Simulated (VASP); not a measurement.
A run of VASP 6.6.1 is set up as follows.

Contents of INCAR:

```
SYSTEM = Sb2Se3
ALGO     = Normal         ! electronic algorithm
EDIFF    = 1E-7           ! SCF threshold, eV
EDIFFG   = -0.08          ! ionic threshold
ENCUT    = 500            ! plane-wave cutoff, eV
GGA      = PE             ! functional
GGA_COMPAT= .False.      
IBRION   = 2              ! ionic algorithm
ISIF     = 3              ! what is computed and relaxed
ISMEAR   = 0              ! smearing method
LASPH    = .True.         ! aspherical terms in the spheres
LCHARG   = .False.        ! write CHGCAR
LREAL    = .False.        ! projectors in reciprocal space
LWAVE    = .False.        ! write WAVECAR
NELM     = 120            ! most SCF steps
NELMIN   = 4            
NSW      = 36             ! ionic steps
PREC     = Accurate       ! precision mode
SIGMA    = 0.15           ! smearing width, eV
```

File KPOINTS:

```
k-points
0
Gamma
  3 3 1
  0 0 0
```

Contents of POSCAR:

```
Sb2Se3
1.0
    2.3449633600     -3.0778519900      0.0000000000
    2.3449633600      3.0778519900      0.0000000000
    0.0000000000      0.0000000000     10.5273601200
Sb Se
2 3
Direct
    0.5000000000      0.5000000000      0.5000000000
    0.0000000000      0.0000000000      0.0000000000
    0.0000000000      0.0000000000      0.7439860700
    0.0000000000      0.0000000000      0.2560139300
    0.0000000000      0.0000000000      0.5000000000
```

Potentials or basis: VASP PAW PBE potentials, release 64 (Sb, Se).

Run with:

```bash
$ cat potpaw_PBE.64/Sb/POTCAR potpaw_PBE.64/Se/POTCAR > POTCAR
$ mpirun -np 1 vasp_std > vasp.out
```

(1) What does it give for the space group after relaxing (to 0.1 Å)?

(2) Estimate the relaxed volume.

Results:

(1) P4/mmm (No. 123).

(2) 35.60 Å³/atom.

Caveat: the k points lie up to 0.56 Å⁻¹ apart in the final cell; the volume moved by over 15 % at a fixed basis, so the end points are rough; this functional lacks dispersion, which binds layers or chains, so the pressure and a relaxed spacing across them are unreliable.
